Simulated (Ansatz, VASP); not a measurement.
# One calculation of ZnS, two programs

File INCAR:

```
SYSTEM = ZnS
PREC     = Accurate       ! precision mode
ENCUT    = 520            ! plane-wave cutoff, eV
EDIFF    = 1E-6           ! SCF threshold, eV
ISMEAR   = 0              ! smearing method
SIGMA    = 0.05           ! smearing width, eV
LREAL    = .FALSE.        ! projectors in reciprocal space
LASPH    = .TRUE.         ! aspherical terms in the spheres
NELM     = 60             ! most SCF steps
ALGO     = Normal         ! electronic algorithm
ISIF     = 2              ! what is computed and relaxed
LWAVE    = .FALSE.        ! write WAVECAR
LCHARG   = .FALSE.        ! write CHGCAR
GGA      = PE             ! functional
NBANDS   = 46             ! bands
```

File KPOINTS:

```
regular mesh
0
G
  9 9 4
  0 0 0
```

POSCAR

```
ZnS
1.0
    3.8120543364      0.0000000000      0.0000000000
   -1.9060271682      3.3013358959      0.0000000000
    0.0000000000      0.0000000000     12.4765672845
Zn S
4 4
Direct
    0.0000000000      0.0000000000      0.0000492057
    0.0000000000      0.0000000000      0.5000492057
    0.3333333333      0.6666666667      0.2500242903
    0.6666666667      0.3333333333      0.7500242903
    0.0000000000      0.0000000000      0.1872905901
    0.0000000000      0.0000000000      0.6872905901
    0.3333333333      0.6666666667      0.4376359138
    0.6666666667      0.3333333333      0.9376359138
```

Input for Ansatz:

```yaml
crystal:
  lattice:
    - [3.8120543364, 0.0, 0.0]
    - [-1.9060271682, 3.3013358959, 0.0]
    - [0.0, 0.0, 12.4765672845]
  atoms:
    - { symbol: Zn, position: [0.0, 0.0, 4.92057e-05] }
    - { symbol: Zn, position: [0.0, 0.0, 0.5000492057] }
    - { symbol: Zn, position: [0.3333333333, 0.6666666667, 0.2500242903] }
    - { symbol: Zn, position: [0.6666666667, 0.3333333333, 0.7500242903] }
    - { symbol: S, position: [0.0, 0.0, 0.1872905901] }
    - { symbol: S, position: [0.0, 0.0, 0.6872905901] }
    - { symbol: S, position: [0.3333333333, 0.6666666667, 0.4376359138] }
    - { symbol: S, position: [0.6666666667, 0.3333333333, 0.9376359138] }
basis:
  ecutwfc: 520.0
kpoints:
  mp_grid: { grid: [9, 9, 4] }
hamiltonian:
  xc: pbe
scf:
  occupations: { method: gaussian, width: 0.05 }
output:
  forces: true
  stress: true
  eigenvalues: true
```

Alike in both runs: task single point; functional PBE; k mesh 9 × 9 × 4; occupations gaussian, width 0.05 eV; no spin polarisation.

|  | VASP | Ansatz |
| --- | --- | --- |
| version | VASP 6.6.1 | Ansatz 0.2.0 |
| potentials or method | VASP PAW PBE potentials, release 64 (Zn, S), cutoff 520 eV | scalar-relativistic, plane waves, PAW |
| valence electrons in the cell | 72 | 72 |

|  | VASP | Ansatz | Ansatz less VASP |
| --- | --- | --- | --- |
| gap on the k mesh at the Fermi level (eV) | 2.17 | 2.17 | -0.004 |
| least direct gap on the mesh (eV) | 2.17 | 2.17 | -0.004 |
| pressure (GPa) | 2.2 | 2.0 | -0.17 |
| rms of the force components (eV/Å) | 0.004 | 0.004 | -0.0003 |

Atom by atom the forces differ by 0.000 eV/Å (rms over components).
